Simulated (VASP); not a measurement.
# PbS (rocksalt type) (I4/mmm) in VASP: further runs

Runs on PbS (rocksalt type). Level: PBE. Tasks: single point.

Program: VASP 6.6.1. These are calculated values, not measurements. Logs are shortened: lines on timing, memory, paths and dates and some standing lists are left out, and cuts for length are marked.

## 1. The cell of the first run

The structure is tetragonal, space group I4/mmm (No. 139). Conventional cell: a = 4.186 Å, b = 4.186 Å, c = 6.189 Å, α = 90.00°, β = 90.00°, γ = 90.00°. Pb (site symmetry 4/mmm) has 6 S at 2.96 to 3.09 Å within 3.9 Å. Within 3.9 Å of S (site symmetry 4/mmm) lie 6 Pb at 2.96 to 3.09 Å.

## 2. Single point, PBE (z stretched by +3 % at fixed volume)

Input file INCAR:

```
PREC = Accurate
ENCUT = 520
EDIFF = 1E-6
ISMEAR = -1
SIGMA = 0.05
LREAL = False
LASPH = True
NELM = 100
ALGO = Normal
ISIF = 2
LWAVE = False
LCHARG = False
GGA = PE
NBANDS = 17
```

Input file KPOINTS:

```
regular mesh
0
Gamma
  12 12 12
```

Input file POSCAR:

```
PbS
1.0
    0.0000000000      2.9601963158      3.0943992761
    2.9601963158      0.0000000000      3.0943992761
    2.9601963158      2.9601963158      0.0000000000
Pb S
1 1
Direct
    0.0000000000      0.0000000000      0.0000000000
    0.5000000000      0.5000000000      0.5000000000
```

Potentials or basis: VASP PAW PBE potentials, release 64 (Pb_d, S).

Launch:

```bash
$ cat potpaw_PBE.64/Pb_d/POTCAR potpaw_PBE.64/S/POTCAR > POTCAR
$ mpirun -np 1 vasp_std > vasp.out
```

OUTCAR:

```text
PREC = Accurate
   ENCUT = 520
   EDIFF = 1E-6
   ISMEAR = -1
   LREAL = False
   LASPH = True
   NELM = 100
   ISIF = 2
   GGA = PE

 ion  position               nearest neighbor table
   1  0.000  0.000  0.000-   2 2.96   2 2.96   2 2.96   2 2.96   2 3.09   2 3.09
   2  0.500  0.500  0.500-   1 2.96   1 2.96   1 2.96   1 2.96   1 3.09   1 3.09

  LATTYP: Found a body centered tetragonal cell.
 ALAT       =     4.1863497771
 C/A-ratio  =     1.4783281096

  Lattice vectors:

 A1 = (  -2.9601963158,   0.0000000000,   3.0943992761)
 A2 = (   2.9601963158,   0.0000000000,   3.0943992761)
 A3 = (   0.0000000000,   2.9601963158,  -3.0943992761)

Analysis of symmetry for initial positions (statically):
=====================================================================
 Subroutine PRICEL returns:
 Original cell was already a primitive cell.

 Routine SETGRP: Setting up the symmetry group for a
 body centered tetragonal supercell.

 Subroutine GETGRP returns: Found 16 space group operations
 (whereof 16 operations were pure point group operations)
 out of a pool of 16 trial point group operations.

The static configuration has the point symmetry D_4h.

Analysis of symmetry for dynamics (positions and initial velocities):
=====================================================================
 Subroutine PRICEL returns:
 Original cell was already a primitive cell.

 Routine SETGRP: Setting up the symmetry group for a
 body centered tetragonal supercell.

 Subroutine GETGRP returns: Found 16 space group operations
 (whereof 16 operations were pure point group operations)
 out of a pool of 16 trial point group operations.

The dynamic configuration has the point symmetry D_4h.

 Subroutine INISYM returns: Found 16 space group operations
 (whereof 16 operations are pure point group operations),
 and found     1 'primitive' translations

----------------------------------------------------------------------------------------

                                     Primitive cell

  volume of cell :      54.2310

  direct lattice vectors                    reciprocal lattice vectors
     0.000000000  2.960196316  3.094399276    -0.168907716  0.168907716  0.161582251
     2.960196316  0.000000000  3.094399276     0.168907716 -0.168907716  0.161582251
     2.960196316  2.960196316  0.000000000     0.168907716  0.168907716 -0.161582251

  length of vectors
     4.282297177  4.282297177  4.186349777     0.288389419  0.288389419  0.288389419

  position of ions in fractional coordinates (direct lattice)
     0.000000000  0.000000000  0.000000000
     0.500000000  0.500000000  0.500000000

  ion indices of the primitive-cell ions
   primitive index   ion index
                 1           1
                 2           2

----------------------------------------------------------------------------------------

 KPOINTS: regular mesh

Automatic generation of k-mesh.
 Grid dimensions read from file:
 generate k-points for:   12   12   12

 Generating k-lattice:

  Cartesian coordinates                     Fractional coordinates (reciprocal lattice)
    -0.014075643  0.014075643  0.013465188     0.083333333  0.000000000  0.000000000
     0.014075643 -0.014075643  0.013465188     0.000000000  0.083333333  0.000000000
     0.014075643  0.014075643 -0.013465188     0.000000000  0.000000000  0.083333333

  Length of vectors
     0.024032452  0.024032452  0.024032452

  Shift w.r.t. Gamma in fractional coordinates (k-lattice)
     0.000000000  0.000000000  0.000000000

 Subroutine IBZKPT returns following result:
 ===========================================

 Found    163 irreducible k-points:

 Following reciprocal coordinates:
            Coordinates               Weight
  0.000000  0.000000  0.000000      1.000000
  0.083333  0.000000  0.000000      8.000000
  0.166667  0.000000  0.000000      8.000000
  0.250000  0.000000  0.000000      8.000000
  0.333333 -0.000000  0.000000      8.000000
  0.416667  0.000000  0.000000      8.000000
[... 16 lines left out ...]
  0.500000  0.166667  0.000000      8.000000
 -0.416667  0.166667  0.000000      8.000000
 [... further k-points ...]
   k-points           NKPTS =    163   k-points in BZ     NKDIM =    163   number of bands    NBANDS=     17
   number of dos      NEDOS =    301   number of ions     NIONS =      2
   total plane-waves  NPLWV =  32768
   dimension x,y,z NGX =    32 NGY =   32 NGZ =   32
   dimension x,y,z NGXF=    64 NGYF=   64 NGZF=   64
   ions per type =               1   1
   NGX,Y,Z   is equivalent  to a cutoff of  12.42, 12.42, 12.71 a.u.
   NGXF,Y,Z  is equivalent  to a cutoff of  24.85, 24.85, 25.42 a.u.
 SYSTEM =  unknown system
   PREC   = accura    normal or accurate (medium, high low for compatibility)
   ISTART =      0    job   : 0-new  1-cont  2-samecut
   ICHARG =      2    charge: 1-file 2-atom 10-const
   ISPIN  =      1    spin polarized calculation?
   LNONCOLLINEAR =      F non collinear calculations
   LSORBIT =      F    spin-orbit coupling
   LASPH  =      T    aspherical Exc in radial PAW
   ENCUT  =  520.0 eV  38.22 Ry    6.18 a.u.   7.96  7.96  7.78*2*pi/ulx,y,z
   NELM   =    100;   NELMIN=  2; NELMDL= -5     # of ELM steps
   EDIFF  = 0.1E-05   stopping-criterion for ELM
   LREAL  =      F    real-space projection
   EDIFFG = 0.1E-04   stopping-criterion for IOM
   NSW    =      0    number of steps for IOM
   IBRION =     -1    ionic relax: 0-MD 1-quasi-New 2-CG
   NFREE  =      0    steps in history (QN), initial steepest desc. (CG)
   ISIF   =      2    stress and relaxation
   ISYM   =      2    0-nonsym 1-usesym 2-fastsym
   POTIM  = 0.5000    time-step for ionic-motion
   TEBEG  =    0.0;   TEEND  =   0.0 temperature during run
   PSTRESS=    0.0 pullay stress
   NELECT =      20.0000    total number of electrons
   NUPDOWN=      -1.0000    fix difference up-down
   EMIN   =  10.00;   EMAX   =-10.00  energy-range for DOS
   EFERMI =   0.00;   METHOD = LEGACY
   ISMEAR =    -1;   SIGMA  =   0.05  broadening in eV -4-tet -1-fermi 0-gaus
   EFERMI_NEDOS =   21; number of points for ismear=-14 and -15
   IALGO  =     38    algorithm
   IMIX   =      4    mixing-type and parameters
     AMIX     =   0.40;   BMIX     =  1.00
     AMIX_MAG =   1.60;   BMIX_MAG =  1.00
  volume/ion in A,a.u.               =      27.12       182.98
  Fermi-wavevector in a.u.,A,eV,Ry     =   1.174003  2.218543 18.752665  1.378282
  Thomas-Fermi vector in A             =   2.310407
   LORBIT       =      0    0 simple, 1 ext, 2 COOP (PROOUT), +10 PAW based schemes
   GGA     = PE    functional components
   LHFCALC =     F    Hartree Fock is set to
   AEXX    =    0.0000 exact exchange contribution
   IVDW    =     0    specifies the selected vdW correction
   LEPSILON=     F    determine dielectric tensor
   LRPA    =     F    only Hartree local field effects (RPA)
 non-spin polarized calculation
  energy-cutoff  :      520.00
  volume of cell :       54.23
 maximum number of plane-waves:      1480
   NGX = 15   NGY = 15   NGZ = 15

 number of electron      20.0000005 magnetization

 Free energy of the ion-electron system (eV)
  ---------------------------------------------------
  ext. energy  EPLUGINS =         0.00000000
  ---------------------------------------------------
  free energy    TOTEN  =        -8.74676918 eV

  energy without entropy =       -8.74674092  energy(sigma->0) =       -8.74675505

 E-fermi :   5.5474     XC(G=0):  -9.4980

 val. band max:        5.3201685240   @ k =   0.5000   0.0000   0.0000
 cond. band min:       5.7735213175   @ k =   0.5000   0.0000   0.0000
 fundamental gap:      0.4533527935
 Fermi energy:         5.5473813120

 k-point     1 :       0.0000    0.0000    0.0000
  band No.  band energies     occupation
      1     -11.4464      2.00000
      2     -11.4464      2.00000
      3     -11.4452      2.00000
      4     -11.4327      2.00000
      5     -11.4081      2.00000
      6      -7.9401      2.00000
[... 9 lines left out ...]
     16      12.2503      0.00000
     17      13.6260      0.00000

 k-point     2 :       0.0833    0.0000    0.0000
  band No.  band energies     occupation
      1     -11.4467      2.00000
      2     -11.4449      2.00000
      3     -11.4448      2.00000
      4     -11.4307      2.00000
      5     -11.4094      2.00000
      6      -7.8841      2.00000
[... 9 lines left out ...]
     16      12.4118      0.00000
     17      14.0896      0.00000

 k-point     3 :       0.1667    0.0000    0.0000
  band No.  band energies     occupation
      1     -11.4497      2.00000
      2     -11.4433      2.00000
      3     -11.4412      2.00000
      4     -11.4239      2.00000
      5     -11.4122      2.00000
      6      -7.7214      2.00000
[... 9 lines left out ...]
     16      12.7967      0.00000
     17      15.1497      0.00000

 k-point     4 :       0.2500    0.0000    0.0000
  band No.  band energies     occupation
      1     -11.4546      2.00000
      2     -11.4419      2.00000
      3     -11.4394      2.00000
      4     -11.4132      2.00000
      5     -11.4128      2.00000
      6      -7.4702      2.00000
[... 9 lines left out ...]
     16      13.3666      0.00000
     17      16.4337      0.00000

 k-point     5 :       0.3333   -0.0000    0.0000
  band No.  band energies     occupation
      1     -11.4597      2.00000
      2     -11.4418      2.00000
      3     -11.4410      2.00000
      4     -11.4092      2.00000
      5     -11.4021      2.00000
      6      -7.1714      2.00000
[... 9 lines left out ...]
     16      14.1569      0.00000
     17      17.2220      0.00000

 k-point     6 :       0.4167    0.0000    0.0000
  band No.  band energies     occupation
      1     -11.4634      2.00000
      2     -11.4452      2.00000
      3     -11.4405      2.00000
      4     -11.4049      2.00000
      5     -11.3938      2.00000
      6      -6.9050      2.00000
[... 9 lines left out ...]
     16      15.0713      0.00000
     17      16.4301      0.00000

 k-point     7 :       0.5000    0.0000    0.0000
  band No.  band energies     occupation
      1     -11.4648      2.00000
      2     -11.4467      2.00000
      3     -11.4404      2.00000
      4     -11.4031      2.00000
      5     -11.3908      2.00000
      6      -6.7920      2.00000
[... 9 lines left out ...]
     16      15.5508      0.00000
     17      15.8929      0.00000

 k-point     8 :       0.0833    0.0833    0.0000
  band No.  band energies     occupation
      1     -11.4500      2.00000
      2     -11.4433      2.00000
      3     -11.4433      2.00000
      4     -11.4339      2.00000
      5     -11.4069      2.00000
      6      -7.8707      2.00000
[... 9 lines left out ...]
     16      12.7430      0.00000
     17      14.7233      0.00000
[... 203 lines left out ...]
      1     -11.4655      2.00000
      2     -11.4374      2.00000
      3     -11.4348      2.00000
      4     -11.4348      2.00000
      5     -11.4036      2.00000
      6      -7.6682      2.00000
[... 9 lines left out ...]
     16      13.8231      0.00000
     17      15.0589      0.00000

 k-point    20 :       0.2500    0.1667    0.0000
  band No.  band energies     occupation
      1     -11.4753      2.00000
      2     -11.4380      2.00000
      3     -11.4300      2.00000
      4     -11.4291      2.00000
      5     -11.4022      2.00000
      6      -7.4908      2.00000
[... 9 lines left out ...]
     16      14.3366      0.00000
     17      15.7252      0.00000

 k-point    21 :       0.3333    0.1667    0.0000
  band No.  band energies     occupation
      1     -11.4823      2.00000
      2     -11.4358      2.00000
      3     -11.4281      2.00000
      4     -11.4231      2.00000
      5     -11.4010      2.00000
      6      -7.2412      2.00000
[... 9 lines left out ...]
     16      14.9008      0.00000
     17      16.9161      0.00000

 k-point    22 :       0.4167    0.1667    0.0000
  band No.  band energies     occupation
      1     -11.4852      2.00000
      2     -11.4333      2.00000
      3     -11.4301      2.00000
      4     -11.4162      2.00000
      5     -11.4000      2.00000
      6      -6.9670      2.00000
[... 9 lines left out ...]
     16      15.5602      0.00000
     17      16.6370      0.00000

 k-point    23 :       0.5000    0.1667    0.0000
  band No.  band energies     occupation
      1     -11.4835      2.00000
      2     -11.4337      2.00000
      3     -11.4332      2.00000
      4     -11.4079      2.00000
      5     -11.4011      2.00000
      6      -6.7499      2.00000
[... 9 lines left out ...]
     16      15.7152      0.00000
     17      16.0051      0.00000

 k-point    24 :      -0.4167    0.1667    0.0000
  band No.  band energies     occupation
      1     -11.4775      2.00000
      2     -11.4362      2.00000
      3     -11.4355      2.00000
      4     -11.4058      2.00000
      5     -11.4004      2.00000
      6      -6.6916      2.00000
[... 9 lines left out ...]
     16      14.9782      0.00000
     17      16.5362      0.00000

 [... further k-points ...]

------------------------ aborting loop because EDIFF is reached ----------------------------------------

  FORCE on cell =-STRESS in cart. coord.  units (eV):
  Direction    XX          YY          ZZ          XY          YZ          ZX
  --------------------------------------------------------------------------------------
  -------------------------------------------------------------------------------------
  Total        0.5709322      0.5709322     -0.9221656      0.0000000      0.0000000      0.0000000
  in kB       16.8673840     16.8673840    -27.2440782      0.0000000      0.0000000      0.0000000
  external PRESSURE =       2.1635633 kB  Pullay stress =       0.0000000 kB

 VOLUME and BASIS-vectors are now :
 -----------------------------------------------------------------------------
  energy-cutoff  :      520.00
  volume of cell :       54.23
      direct lattice vectors                 reciprocal lattice vectors
     0.000000000  2.960196316  3.094399276    -0.168907716  0.168907716  0.161582251
     2.960196316  0.000000000  3.094399276     0.168907716 -0.168907716  0.161582251
     2.960196316  2.960196316  0.000000000     0.168907716  0.168907716 -0.161582251

 POSITION                                       TOTAL-FORCE (eV/Angst)
 -----------------------------------------------------------------------------------
      0.00000      0.00000      0.00000        -0.000000      0.000000      0.000000
      2.96020      2.96020      3.09440         0.000000     -0.000000     -0.000000
 -----------------------------------------------------------------------------------
    total drift:                                0.000000     -0.000000     -0.000000

  FREE ENERGIE OF THE ION-ELECTRON SYSTEM (eV)
  ---------------------------------------------------
  free  energy   TOTEN  =        -8.7467691772 eV

  energy  without entropy=       -8.7467409184  energy(sigma->0) =       -8.74675505
```

It took 2.4 min on 1 thread of Intel Xeon 8259CL, shared host; peak memory 0.28 GiB.

What came out:

```
Free energy            : -8.7468 eV
Pressure               : 0.2 GPa
Band gap on the k mesh : 0.45 eV
```

Stress tensor (GPa, compression positive):
```
 1.69  0.00  0.00
 0.00  1.69  0.00
 0.00  0.00 -2.72
```

Levels at points of the mesh, in eV from the valence-band top:
```tsv
k point	band 7	band 8	band 9	band 10	band 11	band 12	band 13	band 14
(0.00, 0.00, 0.00)	-6.09	-2.10	-2.10	-1.77	4.50	5.43	5.43	6.66
(0.50, 0.00, 0.00)	-8.64	-1.67	-1.58	0.00	0.45	1.94	2.17	8.61
(0.50, 0.50, 0.00)	-6.99	-4.81	-3.14	-3.14	4.15	5.12	5.72	5.72
(0.50, 0.00, 0.50)	-7.21	-4.90	-3.44	-3.00	3.99	5.02	5.62	5.92
```

Caveat: spin-orbit coupling is left out, which moves the levels of the heavy elements.

## 3. Single point, PBE

Input file INCAR:

```
SYSTEM = PbS
ALGO = Normal
EDIFF = 1E-6
ENCUT = 520
GGA = PE
ISIF = 2
ISMEAR = -1
LASPH = .TRUE.
LCHARG = .FALSE.
LREAL = .FALSE.
LWAVE = .FALSE.
NBANDS = 17
NELM = 60
PREC = Accurate
SIGMA = 0.05
```

Input file KPOINTS:

```
k-points
0
G
  12 12 12
  0 0 0
```

POSCAR is that of step 2.

Potentials or basis: VASP PAW PBE potentials, release 64 (Pb_d, S).

Launch:

```bash
$ cat potpaw_PBE.64/Pb_d/POTCAR potpaw_PBE.64/S/POTCAR > POTCAR
$ mpirun -np 1 vasp_std > vasp.out
```

Run time: 2 min. Hardware: 1 thread of Intel Xeon 8259CL, shared host; peak memory 0.28 GiB.

The run converged. Its results:

```yaml
Free_energy: -8.7468 eV
Pressure: 0.2 GPa
Band_gap_on_the_k_mesh: 0.45 eV
```

Stress tensor (GPa, compression positive):
```
 1.69  0.00  0.00
 0.00  1.69  0.00
 0.00  0.00 -2.72
```

Levels at points of the mesh, in eV from the valence-band top:
| k point | band 8 | band 9 | band 10 | band 11 | band 12 | band 13 |
| --- | --- | --- | --- | --- | --- | --- |
| (0.00, 0.00, 0.00) | -2.10 | -2.10 | -1.77 | 4.50 | 5.43 | 5.43 |
| (0.50, 0.00, 0.00) | -1.67 | -1.58 | 0.00 | 0.45 | 1.94 | 2.17 |
| (0.50, 0.50, 0.00) | -4.81 | -3.14 | -3.14 | 4.15 | 5.12 | 5.72 |
| (0.50, 0.00, 0.50) | -4.90 | -3.44 | -3.00 | 3.99 | 5.02 | 5.62 |

Caveat: spin-orbit coupling is left out, which moves the levels of the heavy elements.
